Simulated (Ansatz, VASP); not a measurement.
# Mg9O8 in VASP and in Ansatz

```
CELL_PARAMETERS angstrom
0.00000 4.15150 4.15150
4.15150 0.00000 4.15150
4.15150 4.15150 0.00000
ATOMIC_POSITIONS crystal
Mg 0.04676 0.86030 0.04663
Mg 0.99214 0.01508 0.49653
Mg 0.00550 0.51687 0.00537
Mg 0.00551 0.51686 0.47256
Mg 0.49665 0.01507 0.99201
Mg 0.49667 0.01507 0.49656
Mg 0.47268 0.51685 0.00538
Mg 0.49248 0.52317 0.49234
Mg 0.90698 0.27967 0.90684
O 0.24610 0.26225 0.24597
O 0.26524 0.29075 0.72214
O 0.26025 0.74579 0.26013
O 0.26024 0.74582 0.73412
O 0.72228 0.29072 0.26513
O 0.72231 0.29067 0.72219
O 0.73424 0.74583 0.26011
O 0.75603 0.73246 0.75591
```

Alike in both runs: functional PBEsol; k mesh 3 × 3 × 3; occupations fermi-dirac, width 0.02 eV; no spin polarisation.

Ansatz relaxed the structure, and its values are those at the end. VASP's run is a single point on that final structure, the one shown.

|  | VASP | Ansatz |
| --- | --- | --- |
| version | VASP 6.6.1 | Ansatz 0.2.0 |
| potentials or method | VASP PAW PBE potentials, release 64 (Mg, O), cutoff 520 eV | scalar-relativistic, plane waves, PAW |
| valence electrons in the cell | 66 | 138 |

Ansatz gave:

```
rms of the force components (eV/Å) : 0.001
```

Task: Estimate VASP's values.

Result: rms of the force components (eV/Å): 0.029.

VASP's potentials were made for PBE, not for PBEsol, and Ansatz warns of the same on its side. The functional is the same, so the differences come from potentials, cutoffs and numerics. VASP's potentials hold 66 valence electrons a cell and Ansatz's 138, so a difference there can come from the potentials and not from the codes.

The k mesh is coarse, so the values compare programs but aren't converged.
